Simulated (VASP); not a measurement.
# GdN (P6_3/mmc) in VASP: notebook

The runs below take GdN through single point, with PBE+U.

All numbers are computed with VASP 6.6.1; they aren't measurements. Logs are shortened: lines on timing, memory, paths and dates and some standing lists are left out, and cuts for length are marked.

### Step 1. The cell of the first run

Symmetry: P6_3/mmc, No. 194, hexagonal system. Conventional cell: a = 3.427 Å, b = 3.427 Å, c = 6.040 Å, α = 90.00°, β = 90.00°, γ = 120.00°. Gd (site symmetry -3m) has 6 N at 2.49 Å and 8 Gd at 3.02 to 3.43 Å within 3.5 Å. N (site symmetry -6m2) has 6 Gd at 2.49 Å and 12 N at 3.43 to 3.61 Å within 3.7 Å.

### Step 2. Single point, PBE+U, collinear spin, ferromagnetic start (15.36 Å³/atom)

Contents of INCAR:

```
ALGO = Normal
EDIFF = 1E-6
ENCUT = 520
GGA = PE
ISIF = 2
ISMEAR = 0
ISPIN = 2
LASPH = True
LCHARG = False
LDAU = True
LDAUJ = 0 0
LDAUL = 3 -1
LDAUPRINT = 1
LDAUTYPE = 2
LDAUU = 6 0
LMAXMIX = 6
LORBIT = 11
LREAL = False
LWAVE = False
MAGMOM = 7.63 7.63 -0.14 -0.14
NBANDS = 35
NELM = 150
PREC = Accurate
SIGMA = 0.05
```

Contents of KPOINTS:

```
k-points
0
Gamma
  10 10 6
```

Contents of POSCAR:

```
GdN
1.0
    3.4268837983      0.0000000000      0.0000000000
   -1.7134418992      2.9677684252      0.0000000000
    0.0000000000      0.0000000000      6.0396191641
Gd N
2 2
Direct
    0.0000000000      0.0000000000      0.0000000000
    0.0000000000      0.0000000000      0.5000000000
    0.3333333333      0.6666666667      0.2500000000
    0.6666666667      0.3333333333      0.7500000000
```

Potentials or basis: VASP PAW PBE potentials, release 64 (Gd, N).

Launch:

```sh
cat potpaw_PBE.64/Gd/POTCAR potpaw_PBE.64/N/POTCAR > POTCAR
mpirun -np 1 vasp_std > vasp.out
```

OUTCAR:

```text
EDIFF = 1E-6
   ENCUT = 520
   GGA = PE
   ISIF = 2
   ISMEAR = 0
   ISPIN = 2
   LASPH = True
   LORBIT = 11
   LREAL = False
   NELM = 150
   PREC = Accurate

 ion  position               nearest neighbor table
   1  0.000  0.000  0.000-   3 2.49   4 2.49   4 2.49   3 2.49   4 2.49   3 2.49   2 3.02   2 3.02

   2  0.000  0.000  0.500-   3 2.49   4 2.49   4 2.49   3 2.49   4 2.49   3 2.49   1 3.02   1 3.02

   3  0.333  0.667  0.250-   1 2.49   2 2.49   1 2.49   2 2.49   1 2.49   2 2.49
   4  0.667  0.333  0.750-   1 2.49   2 2.49   1 2.49   2 2.49   1 2.49   2 2.49

  LATTYP: Found a hexagonal cell.
 ALAT       =     3.4268837983
 C/A-ratio  =     1.7624230991

  Lattice vectors:

 A1 = (   3.4268837983,   0.0000000000,   0.0000000000)
 A2 = (  -1.7134418992,   2.9677684252,   0.0000000000)
 A3 = (   0.0000000000,   0.0000000000,   6.0396191641)

Analysis of symmetry for initial positions (statically):
=====================================================================
 Subroutine PRICEL returns:
 Original cell was already a primitive cell.

 Routine SETGRP: Setting up the symmetry group for a
 hexagonal supercell.

 Subroutine GETGRP returns: Found 24 space group operations
 (whereof 12 operations were pure point group operations)
 out of a pool of 24 trial point group operations.

The static configuration has the point symmetry D_3d.
 The point group associated with its full space group is D_6h.

Analysis of symmetry for dynamics (positions and initial velocities):
=====================================================================
 Subroutine PRICEL returns:
 Original cell was already a primitive cell.

 Routine SETGRP: Setting up the symmetry group for a
 hexagonal supercell.

 Subroutine GETGRP returns: Found 24 space group operations
 (whereof 12 operations were pure point group operations)
 out of a pool of 24 trial point group operations.

The dynamic configuration has the point symmetry D_3d.
 The point group associated with its full space group is D_6h.

Analysis of structural, dynamic, and magnetic symmetry:
[... 236 lines left out ...]
  o =  0.9909  v = -0.0000  0.0733  0.9131  0.0000 -0.3535 -0.1894 -0.0000  0.0000  0.0000  0.0000  0.0000  0.0000  0.0000  0.0000      0.0000  0.0000  0.0000  0.0000  0.0000  0.0000  0.0000  0.0000  0.0000  0.0000  0.0000  0.0000  0.0000  0.0000
  o =  0.9923  v =  0.9197  0.0000  0.0000 -0.3926  0.0000  0.0000 -0.0000  0.0000  0.0000  0.0000  0.0000  0.0000  0.0000  0.0000      0.0000  0.0000  0.0000  0.0000  0.0000  0.0000  0.0000  0.0000  0.0000  0.0000  0.0000  0.0000  0.0000  0.0000
  o =  0.9937  v = -0.0000  0.9135  0.0731  0.0000  0.1895  0.3524  0.0000  0.0000  0.0000  0.0000  0.0000  0.0000  0.0000  0.0000      0.0000  0.0000  0.0000  0.0000  0.0000  0.0000  0.0000  0.0000  0.0000  0.0000  0.0000  0.0000  0.0000  0.0000
  o =  0.9937  v = -0.0000 -0.3524  0.1895  0.0000 -0.0731  0.9135 -0.0000  0.0000  0.0000  0.0000  0.0000  0.0000  0.0000  0.0000      0.0000  0.0000  0.0000  0.0000  0.0000  0.0000  0.0000  0.0000  0.0000  0.0000  0.0000  0.0000  0.0000  0.0000

 number of electron      45.9999992 magnetization      13.9999902

 Free energy of the ion-electron system (eV)
  ---------------------------------------------------
  ext. energy  EPLUGINS =         0.00000000
  ---------------------------------------------------
  free energy    TOTEN  =       -44.20654345 eV

  energy without entropy =      -44.20620795  energy(sigma->0) =      -44.20637570

 E-fermi :   4.0096     XC(G=0): -11.5916

 val. band max:        4.0004885400   @ k =   0.1000  -0.0000   0.0000
 cond. band min:       4.0340663433   @ k =   0.1000  -0.0000   0.0000
 fundamental gap:      0.0335778033
 Fermi energy:         4.0096104906

 spin component 1

 k-point     1 :       0.0000    0.0000    0.0000
  band No.  band energies     occupation
      1     -40.1350      1.00000
      2     -39.9587      1.00000
      3     -18.6949      1.00000
      4     -17.1045      1.00000
      5     -17.1045      1.00000
      6     -16.9004      1.00000
[... 1817 lines left out ...]
     34      10.8177      0.00000
     35      11.3862      0.00000

 [... further k-points ...]

------------------------ aborting loop because EDIFF is reached ----------------------------------------

  FORCE on cell =-STRESS in cart. coord.  units (eV):
  Direction    XX          YY          ZZ          XY          YZ          ZX
  --------------------------------------------------------------------------------------
  -------------------------------------------------------------------------------------
  Total        2.3914269      2.3914269      2.3269485     -0.0000000      0.0000000      0.0000000
  in kB       62.3776121     62.3776121     60.6957681     -0.0000000      0.0000000      0.0000000
  external PRESSURE =      61.8169975 kB  Pullay stress =       0.0000000 kB

 VOLUME and BASIS-vectors are now :
 -----------------------------------------------------------------------------
  energy-cutoff  :      520.00
  volume of cell :       61.42
      direct lattice vectors                 reciprocal lattice vectors
     3.426883798  0.000000000  0.000000000     0.291810303  0.168476757  0.000000000
    -1.713441899  2.967768425  0.000000000     0.000000000  0.336953514  0.000000000
     0.000000000  0.000000000  6.039619164     0.000000000  0.000000000  0.165573354

 POSITION                                       TOTAL-FORCE (eV/Angst)
 -----------------------------------------------------------------------------------
      0.00000      0.00000      0.00000         0.000000      0.000000      0.000000
      0.00000      0.00000      3.01981         0.000000      0.000000      0.000000
     -0.00000      1.97851      1.50990        -0.000000      0.000000      0.000000
      1.71344      0.98926      4.52971         0.000000      0.000000     -0.000000
 -----------------------------------------------------------------------------------
    total drift:                               -0.000000     -0.000000      0.000000

  FREE ENERGIE OF THE ION-ELECTRON SYSTEM (eV)
  ---------------------------------------------------
  free  energy   TOTEN  =       -44.2065434529 eV

  energy  without entropy=      -44.2062079532  energy(sigma->0) =      -44.20637570

 total charge

# of ion       s       p       d       f       tot
--------------------------------------------------
    1        2.044   5.665   0.557   6.983  15.250
    2        2.044   5.665   0.557   6.983  15.250
    3        1.247   2.402   0.000   0.000   3.649
    4        1.247   2.402   0.000   0.000   3.649
--------------------------------------------------
tot          6.581  16.135   1.115  13.966  37.798

 magnetization (x)

# of ion       s       p       d       f       tot
--------------------------------------------------
    1       -0.003  -0.082   0.075   6.885   6.875
    2       -0.003  -0.082   0.075   6.885   6.875
    3       -0.008  -0.093   0.000   0.000  -0.101
    4       -0.008  -0.093   0.000   0.000  -0.101
--------------------------------------------------
tot         -0.022  -0.350   0.150  13.770  13.549
```

OSZICAR:

```text
N       E                     dE             d eps       ncg     rms          rms(c)
DAV:   1     0.365531773745E+03    0.36553E+03   -0.16036E+04 11388   0.689E+03
DAV:   2     0.573455409353E+02   -0.30819E+03   -0.24962E+03 11551   0.558E+02
[... 30 lines left out ...]
DAV:  33    -0.442065923523E+02    0.22562E-03   -0.60843E-04 14328   0.245E-01    0.163E+00
DAV:  34    -0.442065525297E+02    0.39823E-04   -0.36747E-04 15287   0.147E-01    0.800E-01
DAV:  35    -0.442065516415E+02    0.88817E-06   -0.63933E-05 12550   0.348E-02    0.398E-01
DAV:  36    -0.442065453326E+02    0.63088E-05   -0.12501E-05  9951   0.424E-02    0.171E-01
DAV:  37    -0.442065436492E+02    0.16834E-05   -0.61617E-06  8972   0.337E-02    0.708E-02
DAV:  38    -0.442065434529E+02    0.19628E-06   -0.79041E-06  8262   0.291E-02
   1 F= -.44206543E+02 E0= -.44206376E+02  d E =-.335500E-03  mag=    14.0000
```

stdout:

```text
POSCAR found type information on POSCAR GdN
 POSCAR found :  2 types and       4 ions
 scaLAPACK will be used
 LDA part: xc-table for (Slater+PW92), standard interpolation
 POSCAR, INCAR and KPOINTS ok, starting setup
 FFT: planning ... GRIDC
 FFT: planning ... GRID_SOFT
 FFT: planning ... GRID
 WAVECAR not read
 entering main loop
```

Wall time 12 min (1 thread of Intel Xeon Platinum 8488C (Sapphire Rapids), shared host); peak memory 0.36 GiB.

What came out:

* Free energy: -44.2065 eV
* Pressure: 6.2 GPa
* Band gap on the k mesh: zero (filled and empty bands overlap)
* Net moment: 14.00 μB per cell
* Site moments: Gd +6.88; N -0.10 μB
* Valence electrons inside the program's atomic spheres: Gd 15.25; N 3.65

Stress tensor (GPa, compression positive):
```
6.24 0.00 0.00
0.00 6.24 0.00
0.00 0.00 6.07
```

Levels at points of the mesh, in eV from the Fermi level:
Spin up:
| k point | band 27 | band 28 | band 29 | band 30 | band 31 | band 32 | band 33 | band 34 |
| --- | --- | --- | --- | --- | --- | --- | --- | --- |
| (0.00, 0.00, 0.00) | -2.22 | -0.30 | -0.01 | 0.25 | 0.25 | 2.98 | 2.98 | 3.25 |
| (0.50, 0.00, 0.00) | -2.45 | -1.21 | -0.58 | -0.11 | -0.09 | 2.71 | 5.22 | 6.28 |
| (0.00, 0.00, 0.50) | -1.25 | -1.25 | -1.25 | -1.25 | 3.04 | 3.04 | 3.93 | 3.93 |
| (0.50, 0.00, 0.50) | -1.72 | -1.72 | -1.38 | -1.38 | 1.95 | 1.95 | 6.09 | 6.09 |
Spin down:
```tsv
k point	band 14	band 15	band 16	band 17	band 18	band 19
(0.00, 0.00, 0.00)	-0.55	-0.33	-0.33	0.55	3.84	3.84
(0.50, 0.00, 0.00)	-1.16	-0.64	-0.41	0.70	3.40	4.33
(0.00, 0.00, 0.50)	-1.35	-1.35	-1.35	3.09	3.09	4.31
(0.50, 0.00, 0.50)	-1.72	-1.43	-1.43	2.54	2.54	4.43
```

Eigenvalues of the final occupation matrices:
| site | spin | trace | eigenvalues |
| --- | --- | --- | --- |
| site 1 f | 1 | 6.94 | 0.99 0.99 0.99 0.99 0.99 0.99 0.99 |
| site 1 f | 2 | 0.05 | 0.00 0.00 0.00 0.00 0.01 0.01 0.01 |
| site 2 f | 1 | 6.94 | 0.99 0.99 0.99 0.99 0.99 0.99 0.99 |
| site 2 f | 2 | 0.05 | 0.00 0.00 0.00 0.00 0.01 0.01 0.01 |

Caveat: the cell stands under pressure; spin-orbit coupling is left out, which moves the levels of the heavy elements.

(Part 1 of 2 ends here.)
